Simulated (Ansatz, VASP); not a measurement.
# One calculation of Si, two programs

```
Si
1.0
    -2.25100    2.36850    1.26225
     2.25100   -2.36850    1.26225
     2.25100    2.36850   -1.26225
Si
2
Direct
  0.80700 0.55700 0.25000
  0.19300 0.44300 0.75000
```

Change from the starting cell: zz strain of -1 %.

Alike in both runs: task single point; functional PBE; k mesh 16 × 16 × 16; occupations fermi-dirac, width 0.05 eV; no spin polarisation.

|  | VASP | Ansatz |
| --- | --- | --- |
| version | VASP 6.6.1 | Ansatz 0.2.0 |
| potentials or method | VASP PAW PBE potentials, release 64 (Si), cutoff 520 eV | all-electron LAPW, scalar-relativistic |

```tsv
	VASP	Ansatz	Ansatz less VASP
pressure (GPa)	17.4	17.4	+0.08
traceless stress, the component that is largest in VASP (GPa)	-0.96	-0.94	+0.018
rms of the force components (eV/Å)	0.007	0.009	+0.0017
```

Atom by atom the forces differ by 0.002 eV/Å (rms over components). Ansatz ran all-electron here, and VASP with PAW potentials.
